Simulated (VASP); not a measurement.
## ZnSe (Stilleite): relaxation of cell and atoms with PBE

The system is ZnSe (Stilleite).

```
CELL_PARAMETERS angstrom
0.00000 2.83380 2.83380
2.83380 0.00000 2.83380
2.83380 2.83380 0.00000
ATOMIC_POSITIONS crystal
Zn 0.00000 0.00000 0.00000
Se 0.25000 0.25000 0.25000
```

```json
{
 "Program": "VASP 6.6.1",
 "Task": "relaxation of cell and atoms",
 "Functional": "PBE",
 "Potentials or basis": "VASP PAW PBE potentials, release 64 (Zn, Se)",
 "Cutoff": "500 eV",
 "k mesh": "6 × 6 × 6",
 "Occupations": "gaussian, width 0.01 eV",
 "Spin": "no spin polarisation",
 "Dipole correction": "no",
 "Further INCAR settings": "ALGO = Normal; EDIFF = 1e-07; IBRION = 2; EDIFFG = -0.01; NSW = 80; ISIF = 3"
}
```

The relaxed volume is 23.63 Å³/atom. The relaxed cell is a = 4.058 Å, b = 4.058 Å, c = 4.058 Å, α = 60.00°, β = 60.00°, γ = 60.00°. The space group after relaxing (to 0.05 Å) is F-43m (No. 216), the energy gained by relaxing is 6.2 meV/atom and the ionic steps are 3. The pressure after relaxing is 0.0 GPa. The band gap on the k mesh is 1.14 eV, direct.

The path:
```
step  energy change (eV)  largest force (eV/Å)  pressure (GPa)  volume (Å³)
   1              0.0000                0.0000            2.37        45.51
   2             -0.0116                0.0000           -0.58        47.77
   3             -0.0125                0.0000            0.01        47.27
```

Final structure:
```cif
data_structure
_symmetry_space_group_name_H-M 'P 1'
_symmetry_Int_Tables_number 1
_cell_length_a 4.0584
_cell_length_b 4.0584
_cell_length_c 4.0584
_cell_angle_alpha 60.000
_cell_angle_beta 60.000
_cell_angle_gamma 60.000
_cell_volume 47.27
loop_
_atom_site_label
_atom_site_type_symbol
_atom_site_fract_x
_atom_site_fract_y
_atom_site_fract_z
_atom_site_occupancy
Zn1 Zn 0.00000 0.00000 0.00000 1
Se1 Se 0.25000 0.25000 0.25000 1
```

Levels at points of the mesh, in eV from the valence-band top:
| k point | band 7 | band 8 | band 9 | band 10 | band 11 | band 12 |
| --- | --- | --- | --- | --- | --- | --- |
| (0.00, 0.00, 0.00) | 0.00 | 0.00 | 0.00 | 1.14 | 5.81 | 5.81 |
| (0.50, 0.00, 0.00) | -4.99 | -0.81 | -0.81 | 2.47 | 6.38 | 6.38 |
| (0.50, 0.50, 0.00) | -4.59 | -2.05 | -2.05 | 3.07 | 3.45 | 10.47 |

Run time: 55 s on 1 thread of Intel Xeon 8259CL, on a shared host, peak memory 0.17 GiB.

PBE usually gives volumes a little too large and moduli too small. Zero-point motion and thermal expansion aren't in these numbers.
